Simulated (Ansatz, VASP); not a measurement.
Two plane-wave programs on Cr5Au

Contents of POSCAR:

```
Cr5Au
1.0
    0.0000000000      3.4074720000      3.4074720000
    3.4074720000      0.0000000000      3.4074720000
    3.4074720000      3.4074720000      0.0000000000
Cr Au
5 1
Direct
    0.6250000000      0.6250000000      0.6250000000
    0.1250000000      0.6250000000      0.6250000000
    0.6250000000      0.6250000000      0.1250000000
    0.6250000000      0.1250000000      0.6250000000
    0.2500000000      0.2500000000      0.2500000000
    0.0000000000      0.0000000000      0.0000000000
```

INCAR.step1

```
SYSTEM = Cr5Au
  PREC = Accurate
  ENCUT = 520
  ISMEAR = -1
  SIGMA = 0.0958
  LREAL = .FALSE.
  LASPH = .TRUE.
  NELM = 60
  NBANDS = 44
  GGA = PE
  ALGO = Normal
  EDIFF = 1E-4
  LWAVE = .TRUE.
  LCHARG = .FALSE.
```

INCAR.step2

```
SYSTEM = Cr5Au
  PREC = Accurate
  ENCUT = 520
  EDIFF = 1E-6
  ISMEAR = -1
  SIGMA = 0.0958
  LREAL = .FALSE.
  LASPH = .TRUE.
  NELM = 60
  ALGO = Normal
  ISIF = 2
  LWAVE = .FALSE.
  LCHARG = .FALSE.
  METAGGA = R2SCAN
  LMIXTAU = .TRUE.
  NBANDS = 44
  ISTART = 1
```

The input KPOINTS:

```
regular mesh
0
G
  9 9 9
  0 0 0
```

Input for Ansatz:

```yaml
crystal:
  lattice:
    - [0.0, 3.407472, 3.407472]
    - [3.407472, 0.0, 3.407472]
    - [3.407472, 3.407472, 0.0]
  atoms:
    - { symbol: Cr, position: [0.625, 0.625, 0.625] }
    - { symbol: Cr, position: [0.125, 0.625, 0.625] }
    - { symbol: Cr, position: [0.625, 0.625, 0.125] }
    - { symbol: Cr, position: [0.625, 0.125, 0.625] }
    - { symbol: Au, position: [0.0, 0.0, 0.0] }
    - { symbol: Cr, position: [0.25, 0.25, 0.25] }
  symmetry: { tolerance: 0.0003 }
kpoints:
  mp_grid: { grid: [9, 9, 9], shift: [0, 0, 0] }
  band_path:
    path:
      - [0.0, 0.0, 0.0]
      - [-0.5, -0.5, 0.0]
      - [-0.375, -0.375, 0.25]
      - [-0.375, 0.0, 0.375]
      - [0.0, 0.0, 0.0]
      - [0.0, 0.0, 0.5]
      - [-0.5, -0.25, 0.25]
      - [-0.5, -0.5, 0.0]
    npoints: 10
magnetization:
  spin_polarized: false
scf:
  occupations: { method: fermi_dirac, width: 0.0958 }
  lower_state_search: "off"
  max_iter: 200
hamiltonian:
  pseudopotentials: { kind: paw }
  xc: r2scan
basis:
  ecutwfc: 500
  fft_grid_basis: typed
output:
  forces: true
  stress: true
  eigenvalues: true
  bader: true
  populations: true
  elf: true
  write_potential: true
  volumetric_format: npy
  dos:
    e_range: [-12, 8]
    de: 0.05
    projected: { site_lists: { Au: [Au], Cr: [Cr] } }
checkpoint:
  read: saved_state
```

Alike in both runs: task single point; functional r2SCAN; k mesh 9 × 9 × 9; occupations fermi-dirac, width 0.0958 eV; no spin polarisation.

|  | VASP | Ansatz |
| --- | --- | --- |
| version | VASP 6.6.1 | Ansatz 0.2.0 |
| potentials or method | VASP PAW PBE potentials, release 64 (Cr_pv, Au), cutoff 520 eV | PAW plane waves |
| valence electrons in the cell | 71 | 89 |

Ansatz gave:

| Property | Result |
| --- | --- |
| pressure (GPa) | -13.3 |

**Question.** Estimate VASP's values.

**Answer.** Pressure (GPa): -12.8.

VASP's potentials were made for PBE, not for r2SCAN. VASP's potentials hold 71 valence electrons a cell and Ansatz's 89, so a difference there can come from the potentials and not from the codes.

Spin-orbit coupling is off throughout.
